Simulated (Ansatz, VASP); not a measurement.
# Ag: VASP beside Ansatz

Contents of INCAR:

```
PREC = Accurate
ENCUT = 520
EDIFF = 1E-7
ISMEAR = -1
SIGMA = 0.08
LREAL = F
LASPH = T
NELM = 100
ALGO = Normal
ISIF = 2
LWAVE = F
LCHARG = F
GGA = PE
NBANDS = 30
```

The input KPOINTS:

```
regular mesh
0
Gamma
  14 14 4
```

File POSCAR:

```
Ag
1.0
    2.8861989086      0.0000000000      0.0000000000
   -1.4430994543      2.4995215753      0.0000000000
    0.0000000000      0.0000000000     10.1000000000
Ag
4
Direct
    0.3333333333      0.6666666667      0.2500000000
    0.6666666667      0.3333333333      0.7500000000
    0.0000000000      0.0000000000      0.0000000000
    0.0000000000      0.0000000000      0.5000000000
```

Input for Ansatz:

```yaml
crystal:
  lattice:
    - [2.8861989086, 0.0, 0.0]
    - [-1.4430994543, 2.4995215753, 0.0]
    - [0.0, 0.0, 10.1]
  atoms:
    - { symbol: Ag, position: [0.3333333333, 0.6666666667, 0.25] }
    - { symbol: Ag, position: [0.6666666667, 0.3333333333, 0.75] }
    - { symbol: Ag, position: [0.0, 0.0, 0.0] }
    - { symbol: Ag, position: [0.0, 0.0, 0.5] }
kpoints:
  mp_grid: { grid: [14, 14, 4] }
  band_path:
    path:
      - [0.0, 0.0, 0.0]
      - [0.5, 0.0, 0.0]
      - [0.3333333333, 0.3333333333, 0.0]
      - [0.0, 0.0, 0.0]
      - [0.0, 0.0, 0.5]
      - [0.5, 0.0, 0.5]
      - [0.3333333333, 0.3333333333, 0.5]
      - [0.0, 0.0, 0.5]
      - [0.5, 0.0, 0.5]
    npoints: 5
scf:
  occupations: { method: fermi_dirac, width: 0.08 }
hamiltonian:
  xc: pbe
  pseudopotentials: { kind: all_electron, lapw: { basis_error: 0.0005 } }
output:
  forces: true
  stress: true
  eigenvalues: true
```

Change from the starting cell: zz strain of +1 %.

Alike in both runs: task single point; functional PBE; k mesh 14 × 14 × 4; occupations fermi-dirac, width 0.08 eV; no spin polarisation.

```csv
,VASP,Ansatz
version,VASP 6.6.1,Ansatz 0.2.0
potentials or method,"VASP PAW PBE potentials, release 64 (Ag), cutoff 520 eV","all-electron LAPW, scalar-relativistic"
```

VASP gave:

| Property | Result |
| --- | --- |
| pressure (GPa) | -1.2 |
| traceless stress, the component that is largest in VASP (GPa) | -3.65 |

Q: Estimate Ansatz's values.

A: Pressure (GPa): -1.1; traceless stress, the component that is largest in VASP (GPa): -3.67.

Ansatz ran all-electron here, and VASP with PAW potentials.
